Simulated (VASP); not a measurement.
# Na4TmSb (P4/mmm) in VASP: further runs

The runs below take Na4TmSb through single point, relaxation of cell and atoms, with PBE.

Everything below comes from runs of VASP 6.6.1. Logs are shortened: lines on timing, memory, paths and dates and some standing lists are left out, and cuts for length are marked.

## (1) The cell of the first run

The structure is tetragonal, space group P4/mmm (No. 123). The conventional cell has a = 4.458 Å, b = 4.458 Å, c = 6.435 Å, α = 90.00°, β = 90.00°, γ = 90.00°. Within 3.5 Å of Na (site symmetry 2mm) lie 2 Tm at 2.69 Å and 2 Sb at 2.81 Å and 6 Na at 3.02 to 3.42 Å. Tm (site symmetry 4/mmm) has 8 Na at 2.69 Å within 3.5 Å. Within 3.7 Å of Sb (site symmetry 4/mmm) lie 8 Na at 2.81 Å.

The cell was generated, and may not be a known phase.

## (2) Single point, PBE

INCAR reads:

```
SYSTEM = Na4TmSb
PREC = Accurate
ENCUT = 500
EDIFF = 1E-6
ISMEAR = 0
SIGMA = 0.1
LREAL = .False.
LASPH = .True.
NELM = 200
ALGO = Normal
ISIF = 2
LWAVE = .False.
LCHARG = .True.
GGA = PE
LELF = .True.
LVHAR = .True.
NBANDS = 30
GGA_COMPAT = .False.
LMAXMIX = 6
```

KPOINTS reads:

```
regular mesh
0
Gamma
  4 4 4
  0 0 0
```

POSCAR reads:

```
Na4TmSb
1.0
    4.4580981700      0.0000000000      0.0000000000
    0.0000000000      4.4580981700      0.0000000000
    0.0000000000      0.0000000000      6.4351554900
Na Tm Sb
4 1 1
Direct
    0.5000000000      0.0000000000      0.2657380100
    0.5000000000      0.0000000000      0.7342619900
    0.0000000000      0.5000000000      0.7342619900
    0.0000000000      0.5000000000      0.2657380100
    0.0000000000      0.0000000000      0.5000000000
    0.5000000000      0.5000000000      0.0000000000
```

Potentials or basis: VASP PAW PBE potentials, release 64 (Na_pv, Tm_3, Sb), 4f in core.

Run with:

```console
$ cat potpaw_PBE.64/Na_pv/POTCAR potpaw_PBE.64/Tm_3/POTCAR potpaw_PBE.64/Sb/POTCAR > POTCAR
$ mpirun -np 1 vasp_std > vasp.out
```

OUTCAR:

```text
SYSTEM = Na4TmSb
   PREC = Accurate
   ENCUT = 500
   EDIFF = 1E-6
   ISMEAR = 0
   LREAL = .False.
   LASPH = .True.
   NELM = 200
   ISIF = 2
   GGA = PE

 ion  position               nearest neighbor table
   1  0.500  0.000  0.266-   5 2.69   5 2.69   6 2.81   6 2.81
   2  0.500  0.000  0.734-   5 2.69   5 2.69   6 2.81   6 2.81
   3  0.000  0.500  0.734-   5 2.69   5 2.69   6 2.81   6 2.81
   4  0.000  0.500  0.266-   5 2.69   5 2.69   6 2.81   6 2.81
   5  0.000  0.000  0.500-   1 2.69   2 2.69   3 2.69   4 2.69   3 2.69   4 2.69   1 2.69   2 2.69

   6  0.500  0.500  0.000-   1 2.81   2 2.81   3 2.81   4 2.81   1 2.81   2 2.81   3 2.81   4 2.81

  LATTYP: Found a simple tetragonal cell.
 ALAT       =     4.4580981700
 C/A-ratio  =     1.4434755011

  Lattice vectors:

 A1 = (   4.4580981700,   0.0000000000,   0.0000000000)
 A2 = (   0.0000000000,   4.4580981700,   0.0000000000)
 A3 = (   0.0000000000,   0.0000000000,   6.4351554900)

Analysis of symmetry for initial positions (statically):
=====================================================================
 Subroutine PRICEL returns:
 Original cell was already a primitive cell.

 Routine SETGRP: Setting up the symmetry group for a
 simple tetragonal supercell.

 Subroutine GETGRP returns: Found 16 space group operations
 (whereof 16 operations were pure point group operations)
 out of a pool of 16 trial point group operations.

The static configuration has the point symmetry D_4h.

Analysis of symmetry for dynamics (positions and initial velocities):
=====================================================================
 Subroutine PRICEL returns:
 Original cell was already a primitive cell.

 Routine SETGRP: Setting up the symmetry group for a
 simple tetragonal supercell.

 Subroutine GETGRP returns: Found 16 space group operations
 (whereof 16 operations were pure point group operations)
 out of a pool of 16 trial point group operations.

The dynamic configuration has the point symmetry D_4h.

 Subroutine INISYM returns: Found 16 space group operations
 (whereof 16 operations are pure point group operations),
 and found     1 'primitive' translations

----------------------------------------------------------------------------------------

                                     Primitive cell

  volume of cell :     127.8964

  direct lattice vectors                    reciprocal lattice vectors
     4.458098170  0.000000000  0.000000000     0.224310897  0.000000000  0.000000000
     0.000000000  4.458098170  0.000000000     0.000000000  0.224310897  0.000000000
     0.000000000  0.000000000  6.435155490     0.000000000  0.000000000  0.155396401

  length of vectors
     4.458098170  4.458098170  6.435155490     0.224310897  0.224310897  0.155396401

  position of ions in fractional coordinates (direct lattice)
     0.500000000  0.000000000  0.265738010
     0.500000000  0.000000000  0.734261990
     0.000000000  0.500000000  0.734261990
     0.000000000  0.500000000  0.265738010
     0.000000000  0.000000000  0.500000000
     0.500000000  0.500000000  0.000000000

  ion indices of the primitive-cell ions
   primitive index   ion index
                 1           1
                 2           2
                 3           3
                 4           4
                 5           5
                 6           6

----------------------------------------------------------------------------------------

 KPOINTS: regular mesh

Automatic generation of k-mesh.
 Grid dimensions read from file:
 generate k-points for:    4    4    4

 Generating k-lattice:

  Cartesian coordinates                     Fractional coordinates (reciprocal lattice)
     0.056077724  0.000000000  0.000000000     0.250000000  0.000000000  0.000000000
     0.000000000  0.056077724  0.000000000     0.000000000  0.250000000  0.000000000
     0.000000000  0.000000000  0.038849100     0.000000000  0.000000000  0.250000000

  Length of vectors
     0.056077724  0.056077724  0.038849100

  Shift w.r.t. Gamma in fractional coordinates (k-lattice)
[... 48 lines left out ...]

 E-fermi :   4.0355     XC(G=0):  -9.2136

 val. band max:        3.9948188302   @ k =   0.2500   0.2500   0.5000
 cond. band min:       4.0548388390   @ k =   0.5000   0.5000   0.0000
 fundamental gap:      0.0600200088
 Fermi energy:         4.0355475572

 k-point     1 :       0.0000    0.0000    0.0000
  band No.  band energies     occupation
      1     -22.8107      2.00000
      2     -22.7033      2.00000
      3     -22.7033      2.00000
      4     -20.6942      2.00000
      5     -20.6942      2.00000
      6     -20.6185      2.00000
[... 22 lines left out ...]
     29       8.4002      0.00000
     30       8.6909      0.00000

 k-point     2 :       0.2500    0.0000    0.0000
  band No.  band energies     occupation
      1     -22.8342      2.00000
      2     -22.7004      2.00000
      3     -22.6957      2.00000
      4     -20.6886      2.00000
      5     -20.6623      2.00000
      6     -20.6557      2.00000
[... 22 lines left out ...]
     29       8.7271      0.00000
     30      10.2093      0.00000

 k-point     3 :       0.5000    0.0000    0.0000
  band No.  band energies     occupation
      1     -22.8570      2.00000
      2     -22.6975      2.00000
      3     -22.6878      2.00000
      4     -20.6955      2.00000
      5     -20.6826      2.00000
      6     -20.6137      2.00000
[... 22 lines left out ...]
     29       8.3369      0.00000
     30      10.4282      0.00000

 k-point     4 :       0.2500    0.2500    0.0000
  band No.  band energies     occupation
      1     -22.8576      2.00000
      2     -22.6936      2.00000
      3     -22.6920      2.00000
      4     -20.6871      2.00000
      5     -20.6527      2.00000
      6     -20.6501      2.00000
[... 418 lines left out ...]
     29       9.0644      0.00000
     30      10.4389      0.00000

 k-point    17 :       0.5000    0.2500    0.5000
  band No.  band energies     occupation
      1     -22.8808      2.00000
      2     -22.6897      2.00000
      3     -22.6845      2.00000
      4     -20.7184      2.00000
      5     -20.6495      2.00000
      6     -20.6264      2.00000
[... 22 lines left out ...]
     29       9.6209      0.00000
     30      10.1528      0.00000

 k-point    18 :       0.5000    0.5000    0.5000
  band No.  band energies     occupation
      1     -22.9038      2.00000
      2     -22.6817      2.00000
      3     -22.6817      2.00000
      4     -20.7543      2.00000
      5     -20.6295      2.00000
      6     -20.6179      2.00000
[... 22 lines left out ...]
     29       9.1844      0.00000
     30      10.2918      0.00000

------------------------ aborting loop because EDIFF is reached ----------------------------------------

  FORCE on cell =-STRESS in cart. coord.  units (eV):
  Direction    XX          YY          ZZ          XY          YZ          ZX
  --------------------------------------------------------------------------------------
  -------------------------------------------------------------------------------------
  Total       18.2371944     18.2371944     17.3792950      0.0000000     -0.0000000     -0.0000000
  in kB      228.4600718    228.4600718    217.7130369      0.0000000     -0.0000000     -0.0000000
  external PRESSURE =     224.8777269 kB  Pullay stress =       0.0000000 kB

 VOLUME and BASIS-vectors are now :
 -----------------------------------------------------------------------------
  energy-cutoff  :      500.00
  volume of cell :      127.90
      direct lattice vectors                 reciprocal lattice vectors
     4.458098170  0.000000000  0.000000000     0.224310897  0.000000000  0.000000000
     0.000000000  4.458098170  0.000000000     0.000000000  0.224310897  0.000000000
     0.000000000  0.000000000  6.435155490     0.000000000  0.000000000  0.155396401

 POSITION                                       TOTAL-FORCE (eV/Angst)
 -----------------------------------------------------------------------------------
      2.22905      0.00000      1.71007        -0.000000      0.000000     -1.455215
      2.22905      0.00000      4.72509        -0.000000      0.000000      1.455215
      0.00000      2.22905      4.72509        -0.000000     -0.000000      1.455215
      0.00000      2.22905      1.71007         0.000000     -0.000000     -1.455215
      0.00000      0.00000      3.21758        -0.000000     -0.000000      0.000000
      2.22905      2.22905      0.00000        -0.000000     -0.000000      0.000000
 -----------------------------------------------------------------------------------
    total drift:                                0.000000      0.000000      0.000000

  FREE ENERGIE OF THE ION-ELECTRON SYSTEM (eV)
  ---------------------------------------------------
  free  energy   TOTEN  =        -6.4156950473 eV

  energy  without entropy=       -6.3846781817  energy(sigma->0) =       -6.40018661
```

It took 30 s on 1 thread of Intel Xeon 6975P-C (Granite Rapids), shared host; peak memory 0.26 GiB.

Results:

* Free energy: -6.4157 eV
* Pressure: 22.5 GPa
* Largest force: 1.455 eV/Å
* Band gap on the k mesh: zero (bands 21 and 22 overlap by 0.76 eV)

Forces in eV/Å, atoms in the order of the input:
```
Na   0.000  0.000 -1.455
Na   0.000  0.000  1.455
Na   0.000  0.000  1.455
Na   0.000  0.000 -1.455
Tm   0.000  0.000  0.000
Sb   0.000  0.000  0.000
```

Stress tensor (GPa, compression positive):
```
22.85  0.00  0.00
 0.00 22.85  0.00
 0.00  0.00 21.77
```

Levels at points of the mesh, in eV from the Fermi level:
| k point | band 18 | band 19 | band 20 | band 21 | band 22 | band 23 | band 24 | band 25 |
| --- | --- | --- | --- | --- | --- | --- | --- | --- |
| (0.00, 0.00, 0.00) | -2.65 | -0.64 | -0.64 | -0.56 | -0.39 | 0.91 | 0.91 | 1.45 |
| (0.50, 0.00, 0.00) | -2.26 | -1.22 | -0.63 | -0.46 | 0.55 | 0.96 | 1.02 | 1.32 |
| (0.50, 0.50, 0.00) | -2.56 | -1.49 | -1.39 | -1.13 | 0.02 | 0.02 | 1.37 | 1.57 |
| (0.00, 0.00, 0.50) | -0.79 | -0.79 | -0.68 | -0.35 | 0.43 | 0.74 | 1.44 | 1.44 |
| (0.50, 0.00, 0.50) | -2.77 | -2.58 | -0.20 | 0.08 | 0.22 | 0.51 | 0.92 | 1.45 |
| (0.50, 0.50, 0.50) | -2.61 | -2.45 | -0.82 | 0.37 | 0.56 | 0.56 | 0.62 | 0.98 |

Caveat: the cell stands under pressure; spin-orbit coupling is left out, which moves the levels of the heavy elements; the 4f electrons are frozen in the core, so they carry no moment and show no levels; forces of over 1 eV/Å act on the atoms, so gaps and moduli don't describe the material at rest. Spin polarisation is off, so any magnetic state and its effect on volume and gap are missing.

## (3) Single point, PBE

This run uses another cell than the first one, of 39.90 Å³/atom.

INCAR reads:

```
SYSTEM = Na4TmSb
PREC = Accurate
ENCUT = 500
EDIFF = 1E-6
ISMEAR = 0
SIGMA = 0.1
LREAL = .FALSE.
LASPH = .TRUE.
NELM = 200
ALGO = Normal
ISIF = 2
LWAVE = .FALSE.
LCHARG = .FALSE.
GGA = PE
NBANDS = 30
GGA_COMPAT = .FALSE.
LMAXMIX = 6
```

KPOINTS reads:

```
regular mesh
0
G
  4 4 4
  0 0 0
```

POSCAR reads:

```
Na4TmSb
1.0
    5.0871731846      0.0000000000      0.0000000000
    0.0000000000      5.0871731846      0.0000000000
    0.0000000000      0.0000000000      9.2500485228
Na Tm Sb
4 1 1
Direct
    0.5000000000      0.0000000000      0.1878162994
    0.5000000000      0.0000000000      0.8121837006
    0.0000000000      0.5000000000      0.8121837006
    0.0000000000      0.5000000000      0.1878162994
    0.0000000000      0.0000000000      0.5000000000
    0.5000000000      0.5000000000      0.0000000000
```

Potentials or basis: VASP PAW PBE potentials, release 64 (Na_pv, Tm_3, Sb), 4f in core.

Run with:

```console
$ cat potpaw_PBE.64/Na_pv/POTCAR potpaw_PBE.64/Tm_3/POTCAR potpaw_PBE.64/Sb/POTCAR > POTCAR
$ mpirun -np 1 vasp_std > vasp.out
```

Wall time 54 s (1 thread of Intel Xeon 6975P-C (Granite Rapids), shared host); peak memory 0.39 GiB.

The run converged. Its results:

| Quantity | Value |
| --- | --- |
| Free energy | -12.1820 eV |
| Pressure | 0.0 GPa |
| Largest force | 0.023 eV/Å |
| Band gap on the k mesh | zero (bands 21 and 22 overlap by 0.30 eV) |

Forces in eV/Å, atoms in the order of the input:
```
Na   0.000  0.000 -0.023
Na   0.000  0.000  0.023
Na   0.000  0.000  0.023
Na   0.000  0.000 -0.023
Tm   0.000  0.000  0.000
Sb   0.000  0.000  0.000
```

Levels at points of the mesh, in eV from the Fermi level:
| k point | band 19 | band 20 | band 21 | band 22 | band 23 | band 24 |
| --- | --- | --- | --- | --- | --- | --- |
| (0.00, 0.00, 0.00) | -0.58 | -0.58 | -0.05 | -0.02 | 0.71 | 0.71 |
| (0.50, 0.00, 0.00) | -1.62 | -0.58 | -0.36 | -0.10 | 0.32 | 0.33 |
| (0.50, 0.50, 0.00) | -1.43 | -1.10 | -0.06 | -0.06 | -0.06 | 0.53 |
| (0.00, 0.00, 0.50) | -0.88 | -0.59 | -0.59 | -0.02 | 0.31 | 0.79 |
| (0.50, 0.00, 0.50) | -1.75 | -0.35 | -0.29 | 0.21 | 0.22 | 0.78 |
| (0.50, 0.50, 0.50) | -1.36 | -1.23 | 0.19 | 0.19 | 0.21 | 0.21 |

Caveat: spin-orbit coupling is left out, which moves the levels of the heavy elements; the 4f electrons are frozen in the core, so they carry no moment and show no levels. Spin polarisation is off, so any magnetic state and its effect on volume and gap are missing.

## (4) Relaxation of cell and atoms, PBE

INCAR reads:

```
SYSTEM = Na4TmSb
  ALGO = Normal
  EDIFF = 1E-7
  EDIFFG = -0.04
  ENCUT = 500
  GGA = PE
  GGA_COMPAT = .False.
  IBRION = 2
  ISIF = 3
  ISMEAR = 0
  LASPH = .True.
  LCHARG = .False.
  LMAXMIX = 6
  LREAL = .False.
  LWAVE = .False.
  NELM = 200
  NELMIN = 4
  NSW = 90
  PREC = Accurate
  SIGMA = 0.1
```

KPOINTS reads:

```
k-points
0
Gamma
  4 4 4
  0 0 0
```

POSCAR reads:

```
Na4TmSb
1.0
    4.4580981700      0.0000000000      0.0000000000
    0.0000000000      4.4580981700      0.0000000000
    0.0000000000      0.0000000000      6.4351554900
Na Tm Sb
4 1 1
Direct
    0.5000000000      0.0000000000      0.2657380100
    0.5000000000      0.0000000000      0.7342619900
    0.0000000000      0.5000000000      0.7342619900
    0.0000000000      0.5000000000      0.2657380100
    0.0000000000      0.0000000000      0.5000000000
    0.5000000000      0.5000000000      0.0000000000
```

Run with:

```console
$ cat potpaw_PBE.64/Na_pv/POTCAR potpaw_PBE.64/Tm_3/POTCAR potpaw_PBE.64/Sb/POTCAR > POTCAR
$ mpirun -np 1 vasp_std > vasp.out
```

Run time: 8.3 min. Hardware: 1 thread of Intel Xeon 6975P-C (Granite Rapids), shared host; peak memory 0.28 GiB.

Results (log left out):

| Item | Value |
| --- | --- |
| Free energy | -12.0994 eV |
| Relaxed volume | 39.31 Å³/atom |
| Relaxed cell | a = 5.101 Å, b = 5.101 Å, c = 9.067 Å, α = 90.00°, β = 90.00°, γ = 90.00° |
| Space group after relaxing (to 0.1 Å) | P4/mmm (No. 123) |
| Energy gained by relaxing | 947.3 meV/atom |
| Ionic steps | 25 |
| Pressure after relaxing | 0.1 GPa |
| Largest force after relaxing | 0.033 eV/Å |
| Band gap on the k mesh | zero (bands 21 and 22 overlap by 0.27 eV) |

Forces in eV/Å, atoms in the order of the input:
```
Na   0.000  0.000  0.033
Na   0.000  0.000 -0.033
Na   0.000  0.000 -0.033
Na   0.000  0.000  0.033
Tm   0.000  0.000  0.000
Sb   0.000  0.000  0.000
```

Stress tensor (GPa, compression positive):
```
0.03 0.00 0.00
0.00 0.03 0.00
0.00 0.00 0.13
```

Step by step:
```
step  energy change (eV)  largest force (eV/Å)  pressure (GPa)  volume (Å³)
   1              0.0000                1.4553           22.49       127.90
   2             -4.4849                0.8797            3.36       191.67
   3             -4.8791                0.7440            1.04       215.99
   4             -4.8763                0.5344           -1.35       270.64
   5             -4.9879                0.6254           -0.42       242.06
   6             -4.9881                0.6368           -0.30       239.28
   7             -5.0847                0.5809           -0.26       237.81
   8             -5.3009                0.3753           -0.10       233.30
   9             -5.3123                0.2260            0.57       223.87
  10             -5.3841                0.1419            0.16       228.81
  11             -5.3862                0.0853            0.22       227.93
  12             -5.4210                0.0634            0.06       231.77
  13             -5.4990                0.0108           -0.34       242.99
  14             -5.5447                0.0899           -0.93       264.16
  15             -5.5486                0.0652           -0.73       257.12
  16             -5.5721                0.0710           -0.70       256.38
  17             -5.6241                0.0913           -0.60       253.77
  18             -5.5794                0.1845           -0.47       246.93
  19             -5.6336                0.1185           -0.55       252.31
  20             -5.6347                0.1220           -0.54       251.88
  21             -5.6494                0.1318           -0.35       247.77
  22             -5.6609                0.1539            0.30       235.69
  23             -5.6626                0.1478            0.12       238.74
  24             -5.6720                0.1114            0.10       237.89
  25             -5.6837                0.0330            0.06       235.88
```

Final structure:
```xyz
6
Lattice="5.1007 0.0000 0.0000 0.0000 5.1007 0.0000 0.0000 0.0000 9.0666" Properties=species:S:1:pos:R:3 pbc="T T T"
Na    2.5503    0.0000    1.6970
Na    2.5503    0.0000    7.3695
Na    0.0000    2.5503    7.3695
Na    0.0000    2.5503    1.6970
Tm    0.0000    0.0000    4.5333
Sb    2.5503    2.5503    0.0000
```

Levels at points of the mesh, in eV from the Fermi level:
| k point | band 18 | band 19 | band 20 | band 21 | band 22 | band 23 | band 24 | band 25 |
| --- | --- | --- | --- | --- | --- | --- | --- | --- |
| (0.00, 0.00, 0.00) | -2.28 | -0.68 | -0.68 | -0.06 | -0.03 | 0.69 | 0.69 | 0.81 |
| (0.50, 0.00, 0.00) | -1.69 | -1.63 | -0.58 | -0.47 | -0.09 | 0.33 | 0.35 | 0.80 |
| (0.50, 0.50, 0.00) | -1.95 | -1.47 | -1.13 | -0.07 | -0.07 | -0.05 | 0.52 | 0.52 |
| (0.00, 0.00, 0.50) | -1.23 | -0.86 | -0.70 | -0.70 | -0.02 | 0.31 | 0.78 | 0.78 |
| (0.50, 0.00, 0.50) | -2.39 | -1.79 | -0.46 | -0.28 | 0.22 | 0.25 | 0.79 | 0.91 |
| (0.50, 0.50, 0.50) | -1.95 | -1.38 | -1.27 | 0.17 | 0.22 | 0.22 | 0.26 | 0.30 |

Caveat: the volume moved by over 15 % at a fixed basis, so the end points are rough; spin-orbit coupling is left out, which moves the levels of the heavy elements; the 4f electrons are frozen in the core, so they carry no moment and show no levels.

## (5) Overview

| task | cell | gap on the mesh (eV) | pressure (GPa) | largest force (eV/Å) |
| --- | --- | --- | --- | --- |
| single point | a = 4.458, b = 4.458, c = 6.435 Å, 6 atoms, atomic positions A | none | 22.5 | 1.46 |
| single point | a = 5.087, b = 5.087, c = 9.250 Å, 6 atoms, atomic positions B | none | 0.0 | 0.02 |
| relaxation of cell and atoms | relaxed from a = 4.458, b = 4.458, c = 6.435 Å, 6 atoms, atomic positions A | none | 0.1 | 0.03 |

Alike in all rows: level PBE; potentials or basis VASP PAW PBE potentials, release 64 (Na_pv, Tm_3, Sb), 4f in core; no spin polarisation; k mesh 4 × 4 × 4; cutoff (eV) 500; smearing gaussian 0.1 eV.

Caveats: spin-orbit coupling is left out, which moves the levels of the heavy elements; the 4f electrons are frozen in the core, so they carry no moment and show no levels; the cell stands under pressure (at least some runs); forces of over 1 eV/Å act on the atoms, so gaps and moduli don't describe the material at rest (at least some runs); the volume moved by over 15 % at a fixed basis, so the end points are rough (at least some runs).

Absolute energies hang on the potentials; compare differences alone.

The gap in the log of VASP goes by the Fermi energy; the results here count the filled bands.